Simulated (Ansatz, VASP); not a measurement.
# BN in VASP and in Ansatz

```xyz
4
Lattice="2.5040 0.0000 0.0000 -1.2520 2.1685 0.0000 0.0000 0.0000 6.6610" Properties=species:S:1:pos:R:3 pbc="T T T"
B     0.0000    1.4457    1.6652
B     1.2520    0.7228    4.9957
N     1.2520    0.7228    1.6652
N     0.0000    1.4457    4.9957
```

Alike in both runs: task relaxation of cell and atoms; functional PBE; dispersion D3(BJ); k mesh 12 × 12 × 4; no spin polarisation.

|  | VASP | Ansatz |
| --- | --- | --- |
| version | VASP 6.6.1 | Ansatz 0.2.0 |
| potentials or method | VASP PAW PBE potentials, release 64 (B, N), cutoff 600 eV | scalar-relativistic, plane waves, PAW |
| occupations | gaussian, width 0.01 eV | fixed |
| valence electrons in the cell | 16 | 16 |

```csv
,VASP,Ansatz,Ansatz less VASP
"gap on the k mesh at the Fermi level, each at its own relaxed structure (eV)",4.24,4.27,+0.029
relaxed volume (Å³/atom),8.92,9.00,+0.083
relaxed cell length with the largest relative difference (Å),6.558,6.618,+0.0600
```
